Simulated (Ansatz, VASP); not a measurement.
**Two plane-wave programs on MnAl3**

```xyz
4
Lattice="0.0000 3.0394 3.0394 3.0394 0.0000 3.0394 3.0394 3.0394 0.0000" Properties=species:S:1:pos:R:3 pbc="T T T"
Al    1.5197    1.5197    1.5197
Al    4.5590    4.5590    4.5590
Al    3.0394    3.0394    3.0394
Mn    0.0000    0.0000    0.0000
```

Alike in both runs: task single point; functional PBE; k mesh 12 × 12 × 12; occupations gaussian, width 0.1 eV; collinear spin.

```csv
,VASP,Ansatz
version,VASP 6.6.1,Ansatz 0.2.0
potentials or method,"VASP PAW PBE potentials, release 64 (Al, Mn_pv), cutoff 520 eV","scalar-relativistic, plane waves, PAW"
valence electrons in the cell,22,24
```

```tsv
	VASP	Ansatz	Ansatz less VASP
gap on the k mesh at the Fermi level (eV)	none	none	-
pressure (GPa)	0.0	0.0	0.00
net moment per atom (μB)	0.37	0.37	0.000
size of the moment on the site where the two differ most (μB)	1.54	1.52	-0.017
```

Site moments also hang on the region over which each program counts them. A gap of «none» marks a metal or a gap that the smearing closes. VASP's potentials hold 22 valence electrons a cell and Ansatz's 24, so a difference there can come from the potentials and not from the codes.
